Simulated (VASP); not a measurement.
# SiO2 (P2_13) in VASP: a series of runs

SiO2 is run at these levels: PBE; tasks: electric field gradients.

Program: VASP 6.6.1. These are calculated values, not measurements. Logs are shortened: lines on timing, memory, paths and dates and some standing lists are left out, and cuts for length are marked.

### Step 1. The cell of the first run

The structure is cubic, space group P2_13 (No. 198). Conventional cell: a = 7.082 Å, b = 7.082 Å, c = 7.082 Å, α = 90.00°, β = 90.00°, γ = 90.00°. Si (site symmetry 3) has 4 O at 1.61 to 1.63 Å within 2.1 Å. Within 2.1 Å of Si (site symmetry 3) lie 4 O at 1.61 to 1.62 Å. O (site symmetry 1) has 2 Si at 1.62 to 1.63 Å within 2.2 Å. O (site symmetry 3) has 2 Si at 1.61 Å within 2.1 Å.

### Step 2. Electric field gradients, PBE

Contents of INCAR:

```
SYSTEM = SiO2
  PREC = Accurate
  ENCUT = 520
  EDIFF = 1E-8
  ISMEAR = 1
  SIGMA = 0.15
  LREAL = Auto
  LASPH = .True.
  NELM = 80
  ALGO = Normal
  ISIF = 2
  LWAVE = .False.
  LCHARG = .False.
  GGA = PE
  LEFG = .True.
  NBANDS = 82
```

Contents of KPOINTS:

```
Automatic mesh
0
Gamma
  3 3 3
  0 0 0
```

Contents of POSCAR:

```
SiO2
1.0
    7.0817519600      0.0000000000      0.0000000000
    0.0000000000      7.0817519600      0.0000000000
    0.0000000000      0.0000000000      7.0817519600
Si O
8 16
Direct
    0.9771259885      0.5228740115      0.4771259885
    0.5228740115      0.4771259885      0.9771259885
    0.4771259885      0.9771259885      0.5228740115
    0.0228740115      0.0228740115      0.0228740115
    0.7141775776      0.7858224224      0.2141775776
    0.7858224224      0.2141775776      0.7141775776
    0.2141775776      0.7141775776      0.7858224224
    0.2858224224      0.2858224224      0.2858224224
    0.8607175071      0.3328254486      0.5326132099
    0.3607175071      0.1671745514      0.4673867901
    0.1392824929      0.8328254486      0.9673867901
    0.1671745514      0.4673867901      0.3607175071
    0.9673867901      0.1392824929      0.8328254486
    0.4673867901      0.3607175071      0.1671745514
    0.3328254486      0.5326132099      0.8607175071
    0.5326132099      0.8607175071      0.3328254486
    0.1541929604      0.1541929604      0.1541929604
    0.3458070396      0.8458070396      0.6541929604
    0.6541929604      0.3458070396      0.8458070396
    0.8458070396      0.6541929604      0.3458070396
    0.6392824929      0.6671745514      0.0326132099
    0.0326132099      0.6392824929      0.6671745514
    0.6671745514      0.0326132099      0.6392824929
    0.8328254486      0.9673867901      0.1392824929
```

Potentials or basis: VASP PAW PBE potentials, release 64 (Si, O).

The run is started by

```sh
> cat potpaw_PBE.64/Si/POTCAR potpaw_PBE.64/O/POTCAR > POTCAR
> mpirun -np 1 vasp_std > vasp.out
```

OUTCAR:

```text
SYSTEM = SiO2
   PREC = Accurate
   ENCUT = 520
   EDIFF = 1E-8
   ISMEAR = 1
   LREAL = Auto
   LASPH = .True.
   NELM = 80
   ISIF = 2
   GGA = PE

 ion  position               nearest neighbor table
   1  0.977  0.523  0.477-  20 1.61  12 1.63   9 1.63  22 1.63   7 3.07   8 3.07   6 3.07
   2  0.523  0.477  0.977-  19 1.61  15 1.63  14 1.63  21 1.63   7 3.07   8 3.07   5 3.07
   3  0.477  0.977  0.523-  18 1.61  16 1.63  10 1.63  23 1.63   6 3.07   8 3.07   5 3.07
   4  0.023  0.023  0.023-  17 1.61  13 1.63  11 1.63  24 1.63   6 3.07   7 3.07   5 3.07
   5  0.714  0.786  0.214-  20 1.61  24 1.62  21 1.62  16 1.62   3 3.07   4 3.07   2 3.07
   6  0.786  0.214  0.714-  19 1.61  23 1.62   9 1.62  13 1.62   3 3.07   4 3.07   1 3.07
   7  0.214  0.714  0.786-  18 1.61  15 1.62  11 1.62  22 1.62   2 3.07   4 3.07   1 3.07
   8  0.286  0.286  0.286-  17 1.61  12 1.62  14 1.62  10 1.62   2 3.07   3 3.07   1 3.07
   9  0.861  0.333  0.533-   6 1.62   1 1.63
  10  0.361  0.167  0.467-   8 1.62   3 1.63
  11  0.139  0.833  0.967-   7 1.62   4 1.63
  12  0.167  0.467  0.361-   8 1.62   1 1.63
  13  0.967  0.139  0.833-   6 1.62   4 1.63
  14  0.467  0.361  0.167-   8 1.62   2 1.63
[... 8 lines left out ...]
  23  0.667  0.033  0.639-   6 1.62   3 1.63
  24  0.833  0.967  0.139-   5 1.62   4 1.63

  LATTYP: Found a simple cubic cell.
 ALAT       =     7.0817519600

  Lattice vectors:

 A1 = (   7.0817519600,   0.0000000000,   0.0000000000)
 A2 = (   0.0000000000,   7.0817519600,   0.0000000000)
 A3 = (   0.0000000000,   0.0000000000,   7.0817519600)

Analysis of symmetry for initial positions (statically):
=====================================================================
 Subroutine PRICEL returns:
 Original cell was already a primitive cell.

 Routine SETGRP: Setting up the symmetry group for a
 simple cubic supercell.

 Subroutine GETGRP returns: Found 12 space group operations
 (whereof  3 operations were pure point group operations)
 out of a pool of 48 trial point group operations.

The static configuration has the point symmetry C_3 .
 The point group associated with its full space group is T   .

Analysis of symmetry for dynamics (positions and initial velocities):
=====================================================================
 Subroutine PRICEL returns:
[... 507 lines left out ...]

  FORCE on cell =-STRESS in cart. coord.  units (eV):
  Direction    XX          YY          ZZ          XY          YZ          ZX
  --------------------------------------------------------------------------------------
  -------------------------------------------------------------------------------------
  Total        2.7167572      2.7167572      2.7167572     -0.0000000      0.0000000      0.0000000
  in kB       12.2557327     12.2557327     12.2557327     -0.0000000      0.0000000      0.0000000
  external PRESSURE =      12.2557327 kB  Pullay stress =       0.0000000 kB

 VOLUME and BASIS-vectors are now :
 -----------------------------------------------------------------------------
  energy-cutoff  :      520.00
  volume of cell :      355.16
      direct lattice vectors                 reciprocal lattice vectors
     7.081751960  0.000000000  0.000000000     0.141207996  0.000000000  0.000000000
     0.000000000  7.081751960  0.000000000     0.000000000  0.141207996  0.000000000
     0.000000000  0.000000000  7.081751960     0.000000000  0.000000000  0.141207996

 POSITION                                       TOTAL-FORCE (eV/Angst)
 -----------------------------------------------------------------------------------
      6.91976      3.70286      3.37889        -0.034566      0.034566     -0.034566
      3.70286      3.37889      6.91976         0.034566     -0.034566     -0.034566
      3.37889      6.91976      3.70286        -0.034566     -0.034566      0.034566
      0.16199      0.16199      0.16199         0.034566      0.034566      0.034566
      5.05763      5.56500      1.51675         0.001554     -0.001554      0.001554
      5.56500      1.51675      5.05763        -0.001554      0.001554      0.001554
[... 16 lines left out ...]
      4.72476      0.23096      4.52724        -0.004315      0.006717     -0.004798
      5.89786      6.85079      0.98636         0.004315     -0.006717     -0.004798
 -----------------------------------------------------------------------------------
    total drift:                                0.000001      0.000001     -0.000000

  FREE ENERGIE OF THE ION-ELECTRON SYSTEM (eV)
  ---------------------------------------------------
  free  energy   TOTEN  =      -189.7372082737 eV

  energy  without entropy=     -189.7680198146  energy(sigma->0) =     -189.74747879

 Electric field gradients (V/A^2)
---------------------------------------------------------------------
 ion       V_xx      V_yy      V_zz      V_xy      V_xz      V_yz
---------------------------------------------------------------------
   1       0.000    -0.000    -0.000     1.039    -1.039     1.039
   2       0.000    -0.000    -0.000     1.039     1.039    -1.039
   3       0.000    -0.000    -0.000    -1.039     1.039     1.039
   4       0.000    -0.000    -0.000    -1.039    -1.039    -1.039
   5       0.000    -0.000     0.000    -2.524     2.524    -2.524
   6      -0.000    -0.000     0.000    -2.524    -2.524     2.524
[... 16 lines left out ...]
  23      22.713     2.968   -25.681    48.259    48.241    31.022
  24      22.713     2.968   -25.681    48.259   -48.241   -31.022
---------------------------------------------------------------------

 Electric field gradients after diagonalization (V/A^2)
 (convention: |V_zz| > |V_xx| > |V_yy|)
----------------------------------------------------------------------
 ion       V_xx      V_yy      V_zz     asymmetry (V_yy - V_xx)/ V_zz
----------------------------------------------------------------------
   1       1.039     1.039    -2.078       0.000
   2       1.039     1.039    -2.078       0.000
   3       1.039     1.039    -2.078       0.000
   4       1.039     1.039    -2.078       0.000
   5      -2.524    -2.524     5.048       0.000
   6      -2.524    -2.524     5.048       0.000
[... 16 lines left out ...]
  23     -55.492   -34.712    90.204       0.230
  24     -55.492   -34.712    90.204       0.230
----------------------------------------------------------------------

           NMR quadrupolar parameters

 Cq : quadrupolar parameter    Cq=e*Q*V_zz/h
 eta: asymmetry parameters     (V_yy - V_xx)/ V_zz
 Q  : nuclear electric quadrupole moment in mb (millibarn)
----------------------------------------------------------------------
 ion       Cq(MHz)       eta       Q (mb)
----------------------------------------------------------------------
   1      -0.005       0.000       1.000
   2      -0.005       0.000       1.000
   3      -0.005       0.000       1.000
   4      -0.005       0.000       1.000
   5       0.012       0.000       1.000
   6       0.012       0.000       1.000
[... 16 lines left out ...]
  23       0.218       0.230       1.000
  24       0.218       0.230       1.000
----------------------------------------------------------------------
```

OSZICAR:

```text
N       E                     dE             d eps       ncg     rms          rms(c)
DAV:   1     0.884219732272E+03    0.88422E+03   -0.65487E+04   656   0.141E+03
DAV:   2    -0.136470956977E+03   -0.10207E+04   -0.99028E+03   808   0.333E+02
DAV:   3    -0.214149092535E+03   -0.77678E+02   -0.77311E+02   784   0.990E+01
DAV:   4    -0.215416675837E+03   -0.12676E+01   -0.12638E+01   792   0.135E+01
DAV:   5    -0.215447113828E+03   -0.30438E-01   -0.30405E-01   784   0.196E+00    0.410E+01
DAV:   6    -0.189685596006E+03    0.25762E+02   -0.10982E+02   768   0.348E+01    0.190E+01
DAV:   7    -0.189725447117E+03   -0.39851E-01   -0.30087E+00   832   0.532E+00    0.712E+00
DAV:   8    -0.189706296299E+03    0.19151E-01   -0.14693E-01   776   0.177E+00    0.273E+00
DAV:   9    -0.189731308566E+03   -0.25012E-01   -0.77412E-02   736   0.126E+00    0.548E-01
DAV:  10    -0.189737318929E+03   -0.60104E-02   -0.10441E-02   736   0.368E-01    0.179E-01
DAV:  11    -0.189737155285E+03    0.16364E-03   -0.26087E-03   792   0.197E-01    0.226E-02
DAV:  12    -0.189737197007E+03   -0.41722E-04   -0.15731E-04   776   0.575E-02    0.240E-02
DAV:  13    -0.189737205413E+03   -0.84060E-05   -0.23826E-05   800   0.215E-02    0.185E-02
DAV:  14    -0.189737208413E+03   -0.29999E-05   -0.12481E-05   736   0.164E-02    0.696E-03
DAV:  15    -0.189737208327E+03    0.86287E-07   -0.28066E-06   736   0.701E-03    0.204E-03
DAV:  16    -0.189737208331E+03   -0.47639E-08   -0.43140E-07   800   0.289E-03    0.102E-03
DAV:  17    -0.189737208274E+03    0.57704E-07   -0.75457E-08   736   0.101E-03    0.349E-04
DAV:  18    -0.189737208274E+03   -0.10186E-09   -0.13283E-09   544   0.165E-04
   1 F= -.18973721E+03 E0= -.18974748E+03  d E =0.308115E-01
```

It took 3.2 min on 1 thread of Intel Xeon Platinum 8559C (Emerald Rapids), shared host; peak memory 0.42 GiB.

Results:

| Property | Result |
| --- | --- |
| Free energy | -189.7372 eV |
| Pressure | 1.2 GPa |
| Largest force | 0.060 eV/Å |
| Band gap on the k mesh | 5.75 eV (least direct gap 5.76 eV) |
| Largest electric field gradient by atom | Si -2.1, +5.0 (each value once); O +90.2, +100.9 (each value once) V/Å² |

Forces in eV/Å, atoms in the order of the input:
```
Si  -0.035  0.035 -0.035
Si   0.035 -0.035 -0.035
Si  -0.035 -0.035  0.035
Si   0.035  0.035  0.035
Si   0.002 -0.002  0.002
Si  -0.002  0.002  0.002
Si   0.002  0.002 -0.002
Si  -0.002 -0.002 -0.002
O    0.005  0.004  0.007
O    0.005 -0.004 -0.007
O   -0.005  0.004 -0.007
O   -0.004 -0.007  0.005
O   -0.007 -0.005  0.004
O   -0.007  0.005 -0.004
O    0.004  0.007  0.005
O    0.007  0.005  0.004
O    0.000  0.000  0.000
O    0.000  0.000  0.000
O    0.000  0.000  0.000
O    0.000  0.000  0.000
O   -0.005 -0.004  0.007
O    0.007 -0.005 -0.004
O   -0.004  0.007 -0.005
O    0.004 -0.007 -0.005
```

Electric field gradients, principal values (V/Å²):
| atom | least | middle | greatest (by size) |
| --- | --- | --- | --- |
| 1 Si | 1.039 | 1.039 | -2.078 |
| 2 Si | 1.039 | 1.039 | -2.078 |
| 3 Si | 1.039 | 1.039 | -2.078 |
| 4 Si | 1.039 | 1.039 | -2.078 |
| 5 Si | -2.524 | -2.524 | 5.048 |
| 6 Si | -2.524 | -2.524 | 5.048 |
| 7 Si | -2.524 | -2.524 | 5.048 |
| 8 Si | -2.524 | -2.524 | 5.048 |
| 9 O | -34.712 | -55.492 | 90.204 |
| 10 O | -34.712 | -55.492 | 90.204 |
| 11 O | -34.712 | -55.492 | 90.204 |
| 12 O | -34.712 | -55.492 | 90.204 |
| 13 O | -34.712 | -55.492 | 90.204 |
| 14 O | -34.712 | -55.492 | 90.204 |
| 15 O | -34.712 | -55.492 | 90.204 |
| 16 O | -34.712 | -55.492 | 90.204 |
| 17 O | -50.456 | -50.456 | 100.912 |
| 18 O | -50.456 | -50.456 | 100.912 |
| 19 O | -50.456 | -50.456 | 100.912 |
| 20 O | -50.456 | -50.456 | 100.912 |
| 21 O | -34.712 | -55.492 | 90.204 |
| 22 O | -34.712 | -55.492 | 90.204 |
| 23 O | -34.712 | -55.492 | 90.204 |
| 24 O | -34.712 | -55.492 | 90.204 |

Caveat: without QUAD_EFG the Cq values of the log hold for a quadrupole moment of 1 mb, not for the nuclei.

[end of part 1 of 2]
